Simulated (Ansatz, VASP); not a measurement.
Two plane-wave programs on CdSe

```
Cd Se
1.0
     4.24313    0.00000    0.00000
    -2.12157    3.67466    0.00000
     0.00000    0.00000    6.92868
Cd Se
2 2
Direct
  0.33333 0.66667 0.00482
  0.66667 0.33333 0.50482
  0.33333 0.66667 0.38018
  0.66667 0.33333 0.88018
```

Alike in both runs: task single point; functional r2SCAN; k mesh 6 × 6 × 4; no spin polarisation.

|  | VASP | Ansatz |
| --- | --- | --- |
| version | VASP 6.6.1 | Ansatz 0.2.0 |
| potentials or method | VASP PAW PBE potentials, release 64 (Cd, Se) | PAW with Ansatz's default frozen-core files, scalar-relativistic |
| plane-wave cutoff (eV) | 520 | 500 |
| occupations | gaussian, width 0.01 eV | fixed |
| valence electrons in the cell | 36 | 72 |

```tsv
	VASP	Ansatz	Ansatz less VASP
gap on the k mesh at the Fermi level (eV)	1.25	1.26	+0.009
pressure (GPa)	4.3	4.0	-0.33
```

VASP's potentials were made for PBE, not for r2SCAN. VASP's potentials hold 36 valence electrons a cell and Ansatz's 72, so a difference there can come from the potentials and not from the codes.
